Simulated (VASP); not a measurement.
# ZrB (I4/mmm) in VASP: further runs

The runs below take ZrB through single point, with PBE.

Everything below comes from runs of VASP 6.6.1. Logs are shortened: lines on timing, memory, paths and dates and some standing lists are left out, and cuts for length are marked.

## (1) The cell of the first run

It takes space group I4/mmm (No. 139, tetragonal). Conventional cell: a = 3.606 Å, b = 3.606 Å, c = 4.786 Å, α = 90.00°, β = 90.00°, γ = 90.00°. Zr (site symmetry 4/mmm) has 6 B at 2.39 to 2.55 Å within 3.2 Å. B (site symmetry 4/mmm) has 6 Zr at 2.39 to 2.55 Å within 3.2 Å.

## (2) Single point, PBE (biaxial strain in the a-b plane: +4.0 %)

Contents of INCAR:

```
  PREC = Accurate
  ENCUT = 520
  EDIFF = 1E-7
  ISMEAR = 0
  SIGMA = 0.1
  LREAL = F
  LASPH = T
  NELM = 80
  ALGO = Normal
  ISIF = 2
  LWAVE = F
  LCHARG = T
  GGA = PE
  LELF = T
  LVHAR = T
  NBANDS = 23
```

Contents of KPOINTS:

```
regular mesh
0
Gamma
  12 12 10
```

Contents of POSCAR:

```
ZrB
1.0
    2.5501325461      2.5501325461      0.0000000000
   -2.5501325461      2.5501325461      0.0000000000
    0.0000000000      0.0000000000      4.7864026249
Zr B
2 2
Direct
    0.0000000000      0.0000000000      0.0000000000
    0.5000000000      0.5000000000      0.5000000000
    0.5000000000      0.5000000000      0.0000000000
    0.0000000000      0.0000000000      0.5000000000
```

Potentials or basis: VASP PAW PBE potentials, release 64 (Zr_sv, B).

Run with:

```
cat potpaw_PBE.64/Zr_sv/POTCAR potpaw_PBE.64/B/POTCAR > POTCAR
mpirun -np 1 vasp_std > vasp.out
```

OUTCAR:

```text
PREC = Accurate
   ENCUT = 520
   EDIFF = 1E-7
   ISMEAR = 0
   LREAL = F
   LASPH = T
   NELM = 80
   ISIF = 2
   GGA = PE

 ion  position               nearest neighbor table
   1  0.000  0.000  0.000-   4 2.39   4 2.39   3 2.55   3 2.55   3 2.55   3 2.55   2 3.50   2 3.50
                             2 3.50   2 3.50   2 3.50   2 3.50   2 3.50   2 3.50
   2  0.500  0.500  0.500-   3 2.39   3 2.39   4 2.55   4 2.55   4 2.55   4 2.55   1 3.50   1 3.50
                             1 3.50   1 3.50   1 3.50   1 3.50   1 3.50   1 3.50
   3  0.500  0.500  0.000-   2 2.39   2 2.39   1 2.55   1 2.55   1 2.55   1 2.55
   4  0.000  0.000  0.500-   1 2.39   1 2.39   2 2.55   2 2.55   2 2.55   2 2.55

  LATTYP: Found a simple tetragonal cell.
 ALAT       =     3.6064320325
 C/A-ratio  =     1.3271850354

  Lattice vectors:

 A1 = (   2.5501325461,   2.5501325461,   0.0000000000)
 A2 = (  -2.5501325461,   2.5501325461,   0.0000000000)
 A3 = (   0.0000000000,   0.0000000000,   4.7864026249)

Analysis of symmetry for initial positions (statically):
=====================================================================
 Subroutine PRICEL returns following result:

  LATTYP: Found a body centered tetragonal cell.
 ALAT       =     3.6064320325
 C/A-ratio  =     1.3271850354

  Lattice vectors:

 A1 = (   0.0000000000,  -2.5501325461,  -2.3932013125)
 A2 = (   0.0000000000,   2.5501325461,  -2.3932013124)
 A3 = (   2.5501325461,   0.0000000000,   2.3932013125)

   2 primitive cells build up your supercell.

 Routine SETGRP: Setting up the symmetry group for a
 simple tetragonal supercell.

 Subroutine GETGRP returns: Found 16 space group operations
 (whereof 16 operations were pure point group operations)
 out of a pool of 16 trial point group operations.

The static configuration has the point symmetry D_4h.

Analysis of symmetry for dynamics (positions and initial velocities):
=====================================================================
 Subroutine PRICEL returns following result:

  LATTYP: Found a body centered tetragonal cell.
 ALAT       =     3.6064320325
 C/A-ratio  =     1.3271850354

  Lattice vectors:

 A1 = (   0.0000000000,  -2.5501325461,  -2.3932013125)
 A2 = (   0.0000000000,   2.5501325461,  -2.3932013124)
 A3 = (   2.5501325461,   0.0000000000,   2.3932013125)

   2 primitive cells build up your supercell.

 Routine SETGRP: Setting up the symmetry group for a
 simple tetragonal supercell.

[... 97 lines left out ...]
   ICHARG =      2    charge: 1-file 2-atom 10-const
   ISPIN  =      1    spin polarized calculation?
   LNONCOLLINEAR =      F non collinear calculations
   LSORBIT =      F    spin-orbit coupling
   LASPH  =      T    aspherical Exc in radial PAW
   ENCUT  =  520.0 eV  38.22 Ry    6.18 a.u.   6.71  6.71  8.90*2*pi/ulx,y,z
   NELM   =     80;   NELMIN=  2; NELMDL= -5     # of ELM steps
   EDIFF  = 0.1E-06   stopping-criterion for ELM
   LREAL  =      F    real-space projection
   EDIFFG = 0.1E-05   stopping-criterion for IOM
   NSW    =      0    number of steps for IOM
   IBRION =     -1    ionic relax: 0-MD 1-quasi-New 2-CG
   NFREE  =      0    steps in history (QN), initial steepest desc. (CG)
   ISIF   =      2    stress and relaxation
   ISYM   =      2    0-nonsym 1-usesym 2-fastsym
   POTIM  = 0.5000    time-step for ionic-motion
   TEBEG  =    0.0;   TEEND  =   0.0 temperature during run
   PSTRESS=    0.0 pullay stress
   NELECT =      30.0000    total number of electrons
   NUPDOWN=      -1.0000    fix difference up-down
   EMIN   =  10.00;   EMAX   =-10.00  energy-range for DOS
   EFERMI =   0.00;   METHOD = LEGACY
   ISMEAR =     0;   SIGMA  =   0.10  broadening in eV -4-tet -1-fermi 0-gaus
   EFERMI_NEDOS =   21; number of points for ismear=-14 and -15
   IALGO  =     38    algorithm
   IMIX   =      4    mixing-type and parameters
     AMIX     =   0.40;   BMIX     =  1.00
     AMIX_MAG =   1.60;   BMIX_MAG =  1.00
  volume/ion in A,a.u.               =      15.56       105.03
  Fermi-wavevector in a.u.,A,eV,Ry     =   1.283493  2.425451 22.413633  1.647356
  Thomas-Fermi vector in A             =   2.415743
   LORBIT       =      0    0 simple, 1 ext, 2 COOP (PROOUT), +10 PAW based schemes
   GGA     = PE    functional components
   LHFCALC =     F    Hartree Fock is set to
   AEXX    =    0.0000 exact exchange contribution
   IVDW    =     0    specifies the selected vdW correction
   LEPSILON=     F    determine dielectric tensor
   LRPA    =     F    only Hartree local field effects (RPA)
 non-spin polarized calculation
 Gauss-broadening in eV      SIGMA  =   0.10
  energy-cutoff  :      520.00
  volume of cell :       62.25
 maximum number of plane-waves:      1712
 NGX is ok and might be reduce to    28
   NGX = 13   NGY = 13   NGZ = 17

 number of electron      30.0000001 magnetization

 Free energy of the ion-electron system (eV)
  ---------------------------------------------------
  ext. energy  EPLUGINS =         0.00000000
  ---------------------------------------------------
  free energy    TOTEN  =       -31.80111740 eV

  energy without entropy =      -31.78723352  energy(sigma->0) =      -31.79417546

 E-fermi :   6.9360     XC(G=0): -11.2235

 val. band max:        6.9344097643   @ k =   0.4167   0.2500   0.2000
 cond. band min:       6.9533133043   @ k =   0.3333   0.0000   0.0000
 fundamental gap:      0.0189035400
 Fermi energy:         6.9359706964

 k-point     1 :       0.0000    0.0000    0.0000
  band No.  band energies     occupation
      1     -40.7664      2.00000
      2     -40.6987      2.00000
      3     -18.9989      2.00000
      4     -18.8047      2.00000
      5     -18.8047      2.00000
      6     -18.6178      2.00000
[... 613 lines left out ...]
     22      12.4856      0.00000
     23      12.5885      0.00000

 [... further k-points ...]
[... 5 lines left out ...]
  --------------------------------------------------------------------------------------
  -------------------------------------------------------------------------------------
  Total       -4.7026001     -4.7026001      1.6355558      0.0000000      0.0000000      0.0000000
  in kB     -121.0274537   -121.0274537     42.0931306      0.0000000      0.0000000      0.0000000
  external PRESSURE =     -66.6539256 kB  Pullay stress =       0.0000000 kB

 VOLUME and BASIS-vectors are now :
 -----------------------------------------------------------------------------
  energy-cutoff  :      520.00
  volume of cell :       62.25
      direct lattice vectors                 reciprocal lattice vectors
     2.550132546  2.550132546  0.000000000     0.196068240  0.196068240  0.000000000
    -2.550132546  2.550132546  0.000000000    -0.196068240  0.196068240  0.000000000
     0.000000000  0.000000000  4.786402625     0.000000000  0.000000000  0.208925174

 POSITION                                       TOTAL-FORCE (eV/Angst)
 -----------------------------------------------------------------------------------
      0.00000      0.00000      0.00000        -0.000000     -0.000000      0.000000
      0.00000      2.55013      2.39320         0.000000      0.000000     -0.000000
      0.00000      2.55013      0.00000         0.000000     -0.000000      0.000000
      0.00000      0.00000      2.39320         0.000000     -0.000000      0.000000
 -----------------------------------------------------------------------------------
    total drift:                               -0.000000      0.000000      0.000000

  FREE ENERGIE OF THE ION-ELECTRON SYSTEM (eV)
  ---------------------------------------------------
  free  energy   TOTEN  =       -31.8011174033 eV

  energy  without entropy=      -31.7872335232  energy(sigma->0) =      -31.79417546
```

stdout:

```text
POSCAR found type information on POSCAR ZrB
 POSCAR found :  2 types and       4 ions
 scaLAPACK will be used
 LDA part: xc-table for (Slater+PW92), standard interpolation
 POSCAR, INCAR and KPOINTS ok, starting setup
 FFT: planning ... GRIDC
 FFT: planning ... GRID_SOFT
 FFT: planning ... GRID
 WAVECAR not read
 entering main loop
```

Run time: 84 s. Hardware: 1 thread of Intel Xeon 6975P-C (Granite Rapids), shared host; peak memory 0.32 GiB.

What came out:

| Property | Result |
| --- | --- |
| Free energy | -31.8011 eV |
| Pressure | -6.7 GPa |
| Band gap on the k mesh | zero (band 15 reaches 8.94 eV, above the bottom of band 16 at 5.88 eV) |

Stress tensor (GPa, compression positive):
```
-12.10   0.00   0.00
  0.00 -12.10   0.00
  0.00   0.00   4.21
```

Caveat: the cell differs from its parent crystal (biaxial strain in the a-b plane: +4.0 %).

## (3) Single point, PBE (biaxial strain in the a-b plane: +4.0 %, then relaxed in part)

Contents of INCAR:

```
SYSTEM = ZrB
  ALGO = Normal
  EDIFF = 1E-6
  ENCUT = 520
  GGA = PE
  ISIF = 2
  ISMEAR = 0
  LASPH = .TRUE.
  LCHARG = .FALSE.
  LREAL = .FALSE.
  LWAVE = .FALSE.
  NBANDS = 23
  NELM = 80
  PREC = Accurate
  SIGMA = 0.1
```

Contents of KPOINTS:

```
k-points
0
G
  12 12 10
  0 0 0
```

Edit POSCAR of step 2 so:

```diff
@@ -4,3 +4,3 @@
    -2.5501325461      2.5501325461      0.0000000000
-    0.0000000000      0.0000000000      4.7864026249
+    0.0000000000      0.0000000000      4.8405995037
 Zr B
```

Potentials or basis: VASP PAW PBE potentials, release 64 (Zr_sv, B).

Run with:

```
cat potpaw_PBE.64/Zr_sv/POTCAR potpaw_PBE.64/B/POTCAR > POTCAR
mpirun -np 1 vasp_std > vasp.out
```

It took 77 s on 1 thread of Intel Xeon 6975P-C (Granite Rapids), shared host; peak memory 0.32 GiB.

Results (log left out):

```yaml
Free_energy: -31.8109 eV
Pressure: -8.4 GPa
Band_gap_on_the_k_mesh: zero (band 15 reaches 8.80 eV, above the bottom of band 16 at 5.82 eV)
```

Stress tensor (GPa, compression positive):
```
-12.68   0.00   0.00
  0.00 -12.68   0.00
  0.00   0.00   0.12
```

Levels at points of the mesh, in eV from the Fermi level:
```csv
k point,band 13,band 14,band 15,band 16,band 17,band 18,band 19,band 20
"(0.00, 0.00, 0.00)",1.55,1.55,1.69,1.69,1.99,2.72,3.08,3.23
"(0.50, 0.00, 0.00)",-0.63,-0.63,-0.59,-0.59,3.22,3.22,4.61,4.61
"(0.50, 0.50, 0.00)",-0.60,-0.60,1.97,1.97,2.08,2.08,4.15,4.15
"(0.00, 0.00, 0.50)",0.41,0.41,0.92,0.92,0.92,0.92,3.41,3.41
"(0.50, 0.00, 0.50)",-1.12,-1.12,-1.02,-1.02,4.32,4.32,4.63,4.63
"(0.50, 0.50, 0.50)",-1.23,-1.23,-1.02,-1.02,4.62,4.62,4.62,4.62
```

Caveat: the cell differs from its parent crystal (biaxial strain in the a-b plane: +4.0 %, then relaxed in part).
